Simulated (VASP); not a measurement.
**BN: single point with PBE**

Crystal: BN.

```
CELL_PARAMETERS angstrom
1.25112 0.72234 3.37293
-1.25112 0.72234 3.37293
0.00000 -1.44467 3.37293
ATOMIC_POSITIONS crystal
N 0.66724 0.66724 0.66724
B 0.00033 0.00033 0.00033
```

```json
{"Program": "VASP 6.6.1", "Task": "single point", "Functional": "PBE", "Potentials or basis": "VASP PAW PBE potentials, release 64 (N, B)", "Cutoff": "520 eV", "k mesh": "8 × 8 × 8", "Occupations": "fermi-dirac, width 0.05 eV", "Spin": "no spin polarisation"}
```

```json
{
  "Pressure": "3.6 GPa",
  "Band gap on the k mesh": "4.29 eV, indirect (least direct gap 4.95 eV)"
}
```

Forces in eV/Å, atoms in the order of the input:
```
N    0.000  0.000 -0.003
B    0.000  0.000  0.003
```

Stress tensor (GPa, compression positive):
```
4.33 0.00 0.00
0.00 4.33 0.00
0.00 0.00 2.22
```

Levels at points of the mesh, in eV from the valence-band top:
| k point | band 1 | band 2 | band 3 | band 4 | band 5 | band 6 | band 7 | band 8 |
| --- | --- | --- | --- | --- | --- | --- | --- | --- |
| (0.00, 0.00, 0.00) | -17.77 | -4.17 | -1.28 | -1.28 | 5.18 | 11.69 | 11.69 | 13.15 |
| (0.50, 0.00, 0.00) | -14.58 | -8.92 | -4.06 | -0.59 | 5.30 | 9.93 | 13.10 | 15.03 |
| (0.50, 0.50, 0.00) | -14.51 | -8.80 | -4.12 | -1.16 | 4.29 | 9.92 | 14.27 | 17.57 |
| (0.50, 0.50, 0.50) | -17.51 | -6.12 | -1.29 | -1.29 | 10.12 | 11.62 | 11.62 | 12.25 |

Run time: 12 s on 1 thread of AMD EPYC 9R45 96-Core Processor (Zen 5), with other jobs on the host, peak memory 0.12 GiB.

A k mesh can miss the band edges. A hybrid or GW would open this gap; PBE tends to underestimate it.
